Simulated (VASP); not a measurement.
Be: single point with r2SCAN

Crystal: Be.

```
Be
1.0
     2.25769    0.00000    0.00000
    -1.12884    1.95521    0.00000
     0.00000    0.00000    7.15936
Be
4
Direct
  0.00000 0.00000 0.00000
  0.00000 0.00000 0.50000
  0.33333 0.66667 0.75000
  0.66667 0.33333 0.25000
```

```
Program             : VASP 6.6.1
Task                : single point
Functional          : r2SCAN
Potentials or basis : VASP PAW PBE potentials, release 64 (Be)
Cutoff              : 520 eV
k mesh              : 9 × 9 × 4
Occupations         : gaussian, width 0.1 eV
Spin                : no spin polarisation
```

```yaml
Pressure: 0.2 GPa
Band_gap_on_the_k_mesh: zero (band 4 reaches 8.11 eV, above the bottom of band 5 at 6.61 eV)
```

Stress tensor (GPa, compression positive):
```
0.12 0.00 0.00
0.00 0.12 0.00
0.00 0.00 0.27
```

Levels at points of the mesh, in eV from the Fermi level:
```
           k point  band 1  band 2  band 3  band 4  band 5  band 6  band 7  band 8  band 9
(0.00, 0.00, 0.00)  -11.87   -9.55   -9.54   -4.45    1.32   11.57   11.58   18.00   18.00
(0.00, 0.00, 0.50)  -11.28  -11.28   -6.77   -6.77    4.97    4.97   18.40   18.40   18.40
```

Wall time 72 s on 1 thread of AMD EPYC 7R13 Processor (Zen 3), on a shared host, peak memory 0.11 GiB.

Caveat: the PAW data sets were made with another functional, which shifts forces and pressure a little.
